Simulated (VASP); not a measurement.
# ZnSe (NiAs type) (P6_3/mmc) in VASP: notebook

Runs on ZnSe (NiAs type). Level: PBE. Tasks: relaxation of cell and atoms, relaxation of shape and atoms at fixed volume.

All numbers are computed with VASP 6.6.1; they aren't measurements. Logs are shortened: lines on timing, memory, paths and dates and some standing lists are left out, and cuts for length are marked.

## 1. The cell of the first run

It takes space group P6_3/mmc (No. 194, hexagonal). Conventional cell: a = 3.587 Å, b = 3.587 Å, c = 5.559 Å, α = 90.00°, β = 90.00°, γ = 120.00°. Zn (site symmetry -3m) has 6 Se at 2.49 Å and 2 Zn at 2.78 Å within 3.3 Å. Se (site symmetry -6m2) has 6 Zn at 2.49 Å within 3.3 Å.

## 2. Relaxation of cell and atoms, PBE

File INCAR:

```
PREC = Accurate ; ENCUT = 600
EDIFF = 1E-6 ; ISMEAR = -1
SIGMA = 0.08 ; LREAL = False
LASPH = True ; NELM = 100
ALGO = Normal ; ISIF = 3
LWAVE = False ; LCHARG = False
GGA = PE ; IBRION = 2
NSW = 60 ; EDIFFG = -0.005
```

File KPOINTS:

```
Automatic mesh
0
Gamma
  10 10 6
```

File POSCAR:

```
ZnSe
1.0
    3.5867670092      0.0000000000      0.0000000000
   -1.7933835046      3.1062313474      0.0000000000
    0.0000000000      0.0000000000      5.5594888642
Zn Se
2 2
Direct
    0.0000000000      0.0000000000      0.0000000000
    0.0000000000      0.0000000000      0.5000000000
    0.3333333333      0.6666666667      0.2500000000
    0.6666666667      0.3333333333      0.7500000000
```

Potentials or basis: VASP PAW PBE potentials, release 64 (Zn, Se).

Started as:

```bash
$ cat potpaw_PBE.64/Zn/POTCAR potpaw_PBE.64/Se/POTCAR > POTCAR
$ mpirun -np 1 vasp_std > vasp.out
```

OUTCAR:

```text
PREC = Accurate
   ENCUT = 600
   EDIFF = 1E-6
   ISMEAR = -1
   LREAL = False
   LASPH = True
   NELM = 100
   ISIF = 3
   GGA = PE
   IBRION = 2
   NSW = 60
   EDIFFG = -0.005

 ion  position               nearest neighbor table
   1  0.000  0.000  0.000-   3 2.49   4 2.49   3 2.49   4 2.49   4 2.49   3 2.49   2 2.78   2 2.78

   2  0.000  0.000  0.500-   3 2.49   4 2.49   3 2.49   4 2.49   4 2.49   3 2.49   1 2.78   1 2.78

   3  0.333  0.667  0.250-   1 2.49   2 2.49   1 2.49   2 2.49   1 2.49   2 2.49
   4  0.667  0.333  0.750-   1 2.49   2 2.49   1 2.49   2 2.49   1 2.49   2 2.49

  LATTYP: Found a hexagonal cell.
 ALAT       =     3.5867670092
 C/A-ratio  =     1.5500000000

  Lattice vectors:

 A1 = (   3.5867670092,   0.0000000000,   0.0000000000)
 A2 = (  -1.7933835046,   3.1062313474,   0.0000000000)
 A3 = (   0.0000000000,   0.0000000000,   5.5594888642)

Analysis of symmetry for initial positions (statically):
=====================================================================
 Subroutine PRICEL returns:
 Original cell was already a primitive cell.

 Routine SETGRP: Setting up the symmetry group for a
 hexagonal supercell.

 Subroutine GETGRP returns: Found 24 space group operations
 (whereof 12 operations were pure point group operations)
 out of a pool of 24 trial point group operations.

The static configuration has the point symmetry D_3d.
 The point group associated with its full space group is D_6h.

Analysis of symmetry for dynamics (positions and initial velocities):
=====================================================================
 Subroutine PRICEL returns:
 Original cell was already a primitive cell.

 Routine SETGRP: Setting up the symmetry group for a
 hexagonal supercell.

 Subroutine GETGRP returns: Found 24 space group operations
 (whereof 12 operations were pure point group operations)
 out of a pool of 24 trial point group operations.

The dynamic configuration has the point symmetry D_3d.
 The point group associated with its full space group is D_6h.

 Subroutine INISYM returns: Found 24 space group operations
 (whereof 12 operations are pure point group operations),
 and found     1 'primitive' translations

----------------------------------------------------------------------------------------

                                     Primitive cell

  volume of cell :      61.9401

  direct lattice vectors                    reciprocal lattice vectors
     3.586767009  0.000000000  0.000000000     0.278802609  0.160966761  0.000000000
    -1.793383505  3.106231347  0.000000000     0.000000000  0.321933523  0.000000000
     0.000000000  0.000000000  5.559488864     0.000000000  0.000000000  0.179872651

  length of vectors
     3.586767009  3.586767009  5.559488864     0.321933523  0.321933523  0.179872651

  position of ions in fractional coordinates (direct lattice)
     0.000000000  0.000000000  0.000000000
     0.000000000  0.000000000  0.500000000
     0.333333333  0.666666667  0.250000000
     0.666666667  0.333333333  0.750000000

  ion indices of the primitive-cell ions
   primitive index   ion index
                 1           1
                 2           2
                 3           3
                 4           4

----------------------------------------------------------------------------------------

 KPOINTS: Automatic mesh

Automatic generation of k-mesh.
 Grid dimensions read from file:
 generate k-points for:   10   10    6

 Generating k-lattice:

  Cartesian coordinates                     Fractional coordinates (reciprocal lattice)
     0.027880261  0.016096676  0.000000000     0.100000000 -0.000000000  0.000000000
     0.000000000  0.032193352  0.000000000     0.000000000  0.100000000  0.000000000
     0.000000000  0.000000000  0.029978775     0.000000000  0.000000000  0.166666667

  Length of vectors
     0.032193352  0.032193352  0.029978775

  Shift w.r.t. Gamma in fractional coordinates (k-lattice)
     0.000000000  0.000000000  0.000000000

 Subroutine IBZKPT returns following result:
[... 42 lines left out ...]
     AMIX     =   0.40;   BMIX     =  1.00
     AMIX_MAG =   1.60;   BMIX_MAG =  1.00
  volume/ion in A,a.u.               =      15.49       104.50
  Fermi-wavevector in a.u.,A,eV,Ry     =   1.366213  2.581768 25.395788  1.866538
  Thomas-Fermi vector in A             =   2.492373
   LORBIT       =      0    0 simple, 1 ext, 2 COOP (PROOUT), +10 PAW based schemes
   GGA     = PE    functional components
   LHFCALC =     F    Hartree Fock is set to
   AEXX    =    0.0000 exact exchange contribution
   IVDW    =     0    specifies the selected vdW correction
   LEPSILON=     F    determine dielectric tensor
   LRPA    =     F    only Hartree local field effects (RPA)
 conjugate gradient relaxation of ions
 non-spin polarized calculation
  energy-cutoff  :      600.00
  volume of cell :       61.94
 maximum number of plane-waves:      2083
 NGX is ok and might be reduce to    30
   NGX = 15   NGY = 15   NGZ = 23

--------------------------------------- Ionic step        1  -------------------------------------------

 number of electron      36.0000007 magnetization

 Free energy of the ion-electron system (eV)
  ---------------------------------------------------
  ext. energy  EPLUGINS =         0.00000000
  ---------------------------------------------------
  free energy    TOTEN  =        -9.58295911 eV

  energy without entropy =       -9.57709882  energy(sigma->0) =       -9.58002896

 E-fermi :   5.5873     XC(G=0): -11.4756

 val. band max:        5.4983971297   @ k =   0.2000   0.0000   0.0000
 cond. band min:       5.9228719013   @ k =   0.4000   0.2000   0.0000
 fundamental gap:      0.4244747715
 Fermi energy:         5.5872835642

 k-point     1 :       0.0000    0.0000    0.0000
  band No.  band energies     occupation
      1     -10.1917      2.00000
      2      -7.8590      2.00000
      3      -3.0392      2.00000
      4      -2.3429      2.00000
      5      -2.3429      2.00000
      6      -2.2213      2.00000
[... 1488 lines left out ...]
 POSITION                                       TOTAL-FORCE (eV/Angst)
 -----------------------------------------------------------------------------------
      0.00000      0.00000      0.00000        -0.000000      0.000000      0.000000
      0.00000      0.00000      3.09125        -0.000000     -0.000000      0.000000
     -0.00000      2.20721      1.54562         0.000000      0.000000     -0.000000
      1.91150      1.10361      4.63687        -0.000000     -0.000000      0.000000
 -----------------------------------------------------------------------------------
    total drift:                                0.000000      0.000000      0.000000

  FREE ENERGIE OF THE ION-ELECTRON SYSTEM (eV)
  ---------------------------------------------------
  free  energy   TOTEN  =       -10.7902674067 eV

  energy  without entropy=      -10.7830455797  energy(sigma->0) =      -10.78665649

--------------------------------------- Ionic step        9  -------------------------------------------

 number of electron      36.0000000 magnetization

 Free energy of the ion-electron system (eV)
  ---------------------------------------------------
  ext. energy  EPLUGINS =         0.00000000
  ---------------------------------------------------
  free energy    TOTEN  =       -10.79027364 eV

  energy without entropy =      -10.78304719  energy(sigma->0) =      -10.78666041

 E-fermi :   3.1080     XC(G=0): -10.3286

 val. band max:        3.0170338447   @ k =   0.2000   0.0000   0.0000
 cond. band min:       3.3108585609   @ k =   0.0000   0.0000   0.0000
 fundamental gap:      0.2938247162
 Fermi energy:         3.1080423428

 k-point     1 :       0.0000    0.0000    0.0000
  band No.  band energies     occupation
      1     -10.7237      2.00000
      2      -9.3690      2.00000
      3      -3.9997      2.00000
      4      -3.8527      2.00000
      5      -3.8527      2.00000
      6      -3.7918      2.00000
[... 613 lines left out ...]
 POSITION                                       TOTAL-FORCE (eV/Angst)
 -----------------------------------------------------------------------------------
     -1.91174      3.31124      0.00000        -0.000000      0.000000      0.000000
     -1.91174      3.31124      3.09179        -0.000000     -0.000000      0.000000
     -0.00000      2.20749      1.54589        -0.000000     -0.000000     -0.000000
      1.91174      1.10375      4.63768         0.000000      0.000000      0.000000
 -----------------------------------------------------------------------------------
    total drift:                               -0.000000      0.000000      0.000000

  FREE ENERGIE OF THE ION-ELECTRON SYSTEM (eV)
  ---------------------------------------------------
  free  energy   TOTEN  =       -10.7902736419 eV

  energy  without entropy=      -10.7830471850  energy(sigma->0) =      -10.78666041

 reached required accuracy - stopping structural energy minimisation
```

It took 6.7 min on 1 thread of Intel Xeon 6975P-C, shared host; peak memory 0.26 GiB.

Results:

```yaml
Free_energy: -10.7903 eV
Relaxed_volume: 19.57 Å³/atom
Relaxed_cell: a = 3.823 Å, b = 3.823 Å, c = 6.184 Å, α = 90.00°, β = 90.00°, γ = 120.00°
Space_group_after_relaxing_to_0.1_Å: P6_3/mmc (No. 194)
Energy_gained_by_relaxing: 301.8 meV/atom
Ionic_steps: 9
Pressure_after_relaxing: 0.0 GPa
Band_gap_on_the_k_mesh: zero (bands 18 and 19 overlap by 0.22 eV)
```

The path:
| step | energy change (eV) | largest force (eV/Å) | pressure (GPa) | volume (Å³) |
| --- | --- | --- | --- | --- |
| 1 | 0.0000 | 0.0000 | 28.74 | 61.94 |
| 2 | -0.8967 | 0.0000 | -7.22 | 90.31 |
| 3 | -1.1982 | 0.0000 | 0.00 | 78.35 |
| 4 | -1.1981 | 0.0000 | -0.32 | 78.70 |
| 5 | -1.2037 | 0.0000 | -0.25 | 78.64 |
| 6 | -1.2072 | 0.0000 | -0.18 | 78.52 |
| 7 | -1.2072 | 0.0000 | -0.16 | 78.53 |
| 8 | -1.2073 | 0.0000 | 0.03 | 78.25 |
| 9 | -1.2073 | 0.0000 | 0.01 | 78.29 |

Final structure:
```
Zn Se
1.0
     3.82349    0.00000    0.00000
    -1.91174    3.31124    0.00000
     0.00000    0.00000    6.18358
Zn Se
2 2
Direct
  0.00000 0.00000 0.00000
  0.00000 0.00000 0.50000
  0.33333 0.66667 0.25000
  0.66667 0.33333 0.75000
```

Levels at points of the mesh, in eV from the Fermi level:
```
           k point  band 15  band 16  band 17  band 18  band 19  band 20  band 21  band 22
(0.00, 0.00, 0.00)    -0.70    -0.45    -0.27    -0.27     0.20     2.85     5.94     5.94
(0.50, 0.00, 0.00)    -3.61    -2.53    -2.37    -0.23     1.88     2.71     3.33     4.89
(0.00, 0.00, 0.50)    -0.45    -0.45    -0.45    -0.45     2.62     2.62     5.97     5.97
(0.50, 0.00, 0.50)    -1.66    -1.66    -1.58    -1.58     1.38     1.38     4.97     4.97
```

Caveat: the volume moved by over 15 % at a fixed basis, so the end points are rough; semilocal functionals underestimate gaps, and a narrow one can read as zero.

## 3. Relaxation of shape and atoms at fixed volume, PBE

This run uses another cell than the first one, of 15.62 Å³/atom.

File INCAR:

```
PREC = Accurate
ENCUT = 600
EDIFF = 1E-7
ISMEAR = -1
SIGMA = 0.08
LREAL = F
LASPH = T
NELM = 60
ALGO = Normal
ISIF = 4
LWAVE = F
LCHARG = F
GGA = PE
IBRION = 2
NSW = 50
EDIFFG = -0.005
```

File KPOINTS:

```
regular mesh
0
Gamma
  10 10 6
```

File POSCAR:

```
ZnSe
1.0
    3.5458697690      0.0000000000      0.0000000000
   -1.7729348845      3.0708132985      0.0000000000
    0.0000000000      0.0000000000      5.7370166959
Zn Se
2 2
Direct
    0.0000000000      0.0000000000      0.0000000000
    0.0000000000      0.0000000000      0.5000000000
    0.3333333333      0.6666666667      0.2500000000
    0.6666666667      0.3333333333      0.7500000000
```

Potentials or basis: VASP PAW PBE potentials, release 64 (Zn, Se).

Started as:

```bash
$ cat potpaw_PBE.64/Zn/POTCAR potpaw_PBE.64/Se/POTCAR > POTCAR
$ mpirun -np 1 vasp_std > vasp.out
```

Wall time 2.3 min (1 thread of Intel Xeon 6975P-C, shared host); peak memory 0.25 GiB.

The run converged. Its results:

```
Free energy               : -9.7204 eV
Energy gained by relaxing : 1.0 meV/atom
Ionic steps               : 3
Pressure after relaxing   : 26.7 GPa
Band gap on the k mesh    : zero (bands 18 and 19 overlap by 0.56 eV)
```

The path:
```tsv
step	energy change (eV)	largest force (eV/Å)	pressure (GPa)	volume (Å³)
1	0.0000	0.0000	26.84	62.47
2	-0.0028	0.0000	26.78	62.47
3	-0.0040	0.0000	26.69	62.47
```

Final structure:
```
Zn Se
1.0
     3.52456    0.00000    0.00000
    -1.76228    3.05236    0.00000
     0.00000    0.00000    5.80659
Zn Se
2 2
Direct
  0.00000 0.00000 0.00000
  0.00000 0.00000 0.50000
  0.33333 0.66667 0.25000
  0.66667 0.33333 0.75000
```

Levels at points of the mesh, in eV from the Fermi level:
```
           k point  band 16  band 17  band 18  band 19  band 20  band 21
(0.00, 0.00, 0.00)    -0.85    -0.19    -0.19     1.75     3.09     6.02
(0.50, 0.00, 0.00)    -3.44    -3.00    -0.21     2.41     2.65     3.36
(0.00, 0.00, 0.50)    -0.49    -0.49    -0.49     3.59     3.59     6.06
(0.50, 0.00, 0.50)    -2.12    -2.12    -2.12     1.37     1.37     4.51
```

Caveat: semilocal functionals underestimate gaps, and a narrow one can read as zero.

## 4. Relaxation of shape and atoms at fixed volume, PBE

This run uses another cell than the first one, of 17.18 Å³/atom.

File INCAR:

```
ALGO     = Normal         # electronic algorithm
EDIFF    = 1E-6           # SCF threshold, eV
EDIFFG   = -0.005         # ionic threshold
ENCUT    = 600            # plane-wave cutoff, eV
GGA      = PE             # functional
IBRION   = 2              # ionic algorithm
ISIF     = 4              # what is computed and relaxed
ISMEAR   = -1             # smearing method
LASPH    = True           # aspherical terms in the spheres
LCHARG   = False          # write CHGCAR
LREAL    = False          # projectors in reciprocal space
LWAVE    = False          # write WAVECAR
NELM     = 100            # most SCF steps
NSW      = 50             # ionic steps
PREC     = Accurate       # precision mode
SIGMA    = 0.08           # smearing width, eV
```

File KPOINTS:

```
k-points
0
Gamma
  10 10 6
```

File POSCAR:

```
ZnSe
1.0
    3.6603308546      0.0000000000      0.0000000000
   -1.8301654273      3.1699395063      0.0000000000
    0.0000000000      0.0000000000      5.9222082572
Zn Se
2 2
Direct
    0.0000000000      0.0000000000      0.0000000000
    0.0000000000      0.0000000000      0.5000000000
    0.3333333333      0.6666666667      0.2500000000
    0.6666666667      0.3333333333      0.7500000000
```

Started as:

```bash
$ cat potpaw_PBE.64/Zn/POTCAR potpaw_PBE.64/Se/POTCAR > POTCAR
$ mpirun -np 1 vasp_std > vasp.out
```

It took 2.5 min on 1 thread of Intel Xeon 6975P-C, shared host; peak memory 0.27 GiB.

Results (log left out):

```
Free energy               : -10.4626 eV
Energy gained by relaxing : 0.2 meV/atom
Ionic steps               : 3
Pressure after relaxing   : 12.4 GPa
Band gap on the k mesh    : zero (bands 18 and 19 overlap by 0.38 eV)
```

Step by step:
```csv
step,energy change (eV),largest force (eV/Å),pressure (GPa),volume (Å³)
1,0.0000,0.0000,12.44,68.72
2,-0.0006,0.0000,12.56,68.72
3,-0.0009,0.0000,12.36,68.72
```

Final structure:
```
Zn Se
1.0
     3.64959    0.00000    0.00000
    -1.82479    3.16064    0.00000
     0.00000    0.00000    5.95712
Zn Se
2 2
Direct
  0.00000 0.00000 0.00000
  0.00000 0.00000 0.50000
  0.33333 0.66667 0.25000
  0.66667 0.33333 0.75000
```

Levels at points of the mesh, in eV from the Fermi level:
| k point | band 14 | band 15 | band 16 | band 17 | band 18 | band 19 | band 20 | band 21 | band 22 |
| --- | --- | --- | --- | --- | --- | --- | --- | --- | --- |
| (0.00, 0.00, 0.00) | -0.85 | -0.85 | -0.65 | -0.24 | -0.24 | 1.02 | 2.97 | 5.99 | 5.99 |
| (0.50, 0.00, 0.00) | -5.26 | -4.39 | -3.04 | -2.72 | -0.23 | 2.18 | 2.70 | 3.35 | 4.78 |
| (0.00, 0.00, 0.50) | -4.39 | -0.49 | -0.49 | -0.49 | -0.49 | 3.15 | 3.15 | 6.02 | 6.02 |
| (0.50, 0.00, 0.50) | -6.17 | -1.93 | -1.93 | -1.88 | -1.88 | 1.40 | 1.40 | 4.73 | 4.73 |

Caveat: semilocal functionals underestimate gaps, and a narrow one can read as zero.

## 5. Relaxation of shape and atoms at fixed volume, PBE

This run uses another cell than the first one, of 18.35 Å³/atom.

File INCAR:

```
  ALGO = Normal
  EDIFF = 1E-6
  EDIFFG = -0.005
  ENCUT = 600
  GGA = PE
  IBRION = 2
  ISIF = 4
  ISMEAR = -1
  LASPH = T
  LCHARG = F
  LREAL = F
  LWAVE = F
  NELM = 80
  NSW = 50
  PREC = Accurate
  SIGMA = 0.08
```

KPOINTS is that of step 4.

File POSCAR:

```
ZnSe
1.0
    3.7416980409      0.0000000000      0.0000000000
   -1.8708490204      3.2404055567      0.0000000000
    0.0000000000      0.0000000000      6.0538557617
Zn Se
2 2
Direct
    0.0000000000      0.0000000000      0.0000000000
    0.0000000000      0.0000000000      0.5000000000
    0.3333333333      0.6666666667      0.2500000000
    0.6666666667      0.3333333333      0.7500000000
```

Started as:

```bash
$ cat potpaw_PBE.64/Zn/POTCAR potpaw_PBE.64/Se/POTCAR > POTCAR
$ mpirun -np 1 vasp_std > vasp.out
```

Run time: 2.5 min. Hardware: 1 thread of Intel Xeon 6975P-C, shared host; peak memory 0.27 GiB.

The run converged. Its results:

```
Free energy               : -10.7159 eV
Energy gained by relaxing : 0.0 meV/atom
Ionic steps               : 3
Pressure after relaxing   : 5.3 GPa
Band gap on the k mesh    : zero (bands 18 and 19 overlap by 0.29 eV)
```

Step by step:
| step | energy change (eV) | largest force (eV/Å) | pressure (GPa) | volume (Å³) |
| --- | --- | --- | --- | --- |
| 1 | 0.0000 | 0.0000 | 5.28 | 73.40 |
| 2 | -0.0001 | 0.0000 | 5.33 | 73.40 |
| 3 | -0.0001 | 0.0000 | 5.34 | 73.40 |

Final structure:
```
Zn Se
1.0
     3.73713    0.00000    0.00000
    -1.86856    3.23645    0.00000
     0.00000    0.00000    6.06868
Zn Se
2 2
Direct
  0.00000 0.00000 0.00000
  0.00000 0.00000 0.50000
  0.33333 0.66667 0.25000
  0.66667 0.33333 0.75000
```

Levels at points of the mesh, in eV from the Fermi level:
| k point | band 16 | band 17 | band 18 | band 19 | band 20 | band 21 |
| --- | --- | --- | --- | --- | --- | --- |
| (0.00, 0.00, 0.00) | -0.54 | -0.26 | -0.26 | 0.58 | 2.90 | 5.97 |
| (0.50, 0.00, 0.00) | -2.78 | -2.54 | -0.23 | 2.03 | 2.71 | 3.35 |
| (0.00, 0.00, 0.50) | -0.47 | -0.47 | -0.47 | 2.87 | 2.87 | 6.00 |
| (0.50, 0.00, 0.50) | -1.79 | -1.73 | -1.73 | 1.40 | 1.40 | 4.86 |

Caveat: semilocal functionals underestimate gaps, and a narrow one can read as zero.

## 6. Overview

| task | cell | gap on the mesh (eV) | pressure (GPa) |
| --- | --- | --- | --- |
| relaxation of cell and atoms | relaxed from a = 3.587, b = 3.587, c = 5.559 Å, angles 90.0, 90.0, 120.0°, 4 atoms | none | 0.0 |
| relaxation of shape and atoms at fixed volume | relaxed from a = 3.546, b = 3.546, c = 5.737 Å, angles 90.0, 90.0, 120.0°, 4 atoms | none | 26.7 |
| relaxation of shape and atoms at fixed volume | relaxed from a = 3.660, b = 3.660, c = 5.922 Å, angles 90.0, 90.0, 120.0°, 4 atoms | none | 12.4 |
| relaxation of shape and atoms at fixed volume | relaxed from a = 3.742, b = 3.742, c = 6.054 Å, angles 90.0, 90.0, 120.0°, 4 atoms | none | 5.3 |

Alike in all rows: level PBE; potentials or basis VASP PAW PBE potentials, release 64 (Zn, Se); no spin polarisation; k mesh 10 × 10 × 6; cutoff (eV) 600; smearing fermi-dirac 0.08 eV.

Caveats: semilocal functionals underestimate gaps, and a narrow one can read as zero; the volume moved by over 15 % at a fixed basis, so the end points are rough (at least some runs).

Absolute energies hang on the potentials; compare differences alone.

The gap in the log of VASP goes by the Fermi energy; the results here count the filled bands.